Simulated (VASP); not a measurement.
Set up this calculation in VASP 6.6.1, as the native input.

```yaml
Task: single point
Functional: PBEsol
Potentials_or_basis: VASP PAW PBE potentials, release 64 (Mg)
Cutoff: 520 eV
k_mesh: 9 × 9 × 9
Occupations: fermi-dirac, width 0.05 eV
Spin: no spin polarisation
Dipole_correction: no
Further_INCAR_settings: ALGO = Normal; EDIFF = 1e-06; NBANDS = 9
```

The structure of Mg lies in POSCAR:

```
Mg
1.0
    0.0000000000      3.0606187252      3.0606187252
    3.0606187252      0.0000000000      3.0606187252
    3.0606187252      3.0606187252      0.0000000000
Mg
2
Direct
   -0.1700000000     -0.1100000000     -0.1100000000
    0.1700000000      0.1100000000      0.1100000000
```

This cell differs from its parent crystal: shortest bond scaled by 0.88.

The input as run:

INCAR

```
  ALGO = Normal
  EDIFF = 1E-6
  ENCUT = 520
  GGA = PS
  ISIF = 2
  ISMEAR = -1
  LASPH = T
  LCHARG = T
  LELF = T
  LREAL = F
  LVHAR = T
  LWAVE = F
  NBANDS = 9
  NELM = 60
  PREC = Accurate
  SIGMA = 0.05
```

KPOINTS

```
k-points
0
Gamma
  9 9 9
```

Potentials or basis: VASP PAW PBE potentials, release 64 (Mg).

Command:

```sh
$ cat potpaw_PBE.64/Mg/POTCAR > POTCAR
$ mpirun -np 1 vasp_std > vasp.out
```

It gave:

The pressure is 7.7 GPa. The largest force is 2.022 eV/Å and the band gap on the k mesh is zero (bands 2 and 3 overlap by 4.62 eV).

Caveat: the cell differs from its parent crystal (shortest bond scaled by 0.88); the cell stands under pressure; the PAW data sets were made with another functional, which shifts forces and pressure a little.

Run time: 16 s on 1 thread of Intel(R) Xeon(R) Platinum 8375C CPU @ 2.90GHz (Ice Lake), with other jobs on the host, peak memory 0.19 GiB.
